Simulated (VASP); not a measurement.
Set up this calculation in VASP 6.6.1, as the native input.

* Task: single point
* Functional: PBEsol
* Potentials or basis: VASP PAW PBE potentials, release 64 (Hf_pv, S)
* Cutoff: 520 eV
* k mesh: 12 × 12 × 4
* Occupations: gaussian, width 0.1 eV
* Spin: no spin polarisation
* Dipole correction: no
* Further INCAR settings: ALGO = Normal; EDIFF = 1e-06; NBANDS = 35

The structure of Hf2S lies in POSCAR:

```
Hf2S
1.0
    3.4233639517      0.0000000000      0.0000000000
   -1.7116819759      2.9647201486      0.0000000000
    0.0000000000      0.0000000000     11.8153263650
Hf S
4 2
Direct
    0.6666666667      0.3333333333      0.8983447897
    0.3333333333      0.6666666667      0.3983447897
    0.6666666667      0.3333333333      0.6016552103
    0.3333333333      0.6666666667      0.1016552103
    0.0000000000      0.0000000000      0.7500000000
    0.0000000000      0.0000000000      0.2500000000
```

The input as run:

INCAR

```
ALGO = Normal ; EDIFF = 1E-6
ENCUT = 520 ; GGA = PS
ISIF = 2 ; ISMEAR = 0
LASPH = True ; LCHARG = False
LREAL = False ; LWAVE = False
NBANDS = 35 ; NELM = 80
PREC = Accurate ; SIGMA = 0.1
```

KPOINTS

```
k-points
0
Gamma
  12 12 4
```

Potentials or basis: VASP PAW PBE potentials, release 64 (Hf_pv, S).

Launch:

```bash
$ cat potpaw_PBE.64/Hf_pv/POTCAR potpaw_PBE.64/S/POTCAR > POTCAR
$ mpirun -np 1 vasp_std > vasp.out
```

Results of the run:

```yaml
Pressure: -7.8 GPa
Largest_force: 0.005 eV/Å
Band_gap_on_the_k_mesh: zero (bands 26 and 27 overlap by 0.98 eV)
```

Caveat: the cell stands under tension; the PAW data sets were made with another functional, which shifts forces and pressure a little; spin-orbit coupling is left out, which moves the levels of the heavy elements.

Wall time 6.1 min on 1 thread of Intel Xeon 8259CL, with other jobs on the host, peak memory 0.37 GiB.
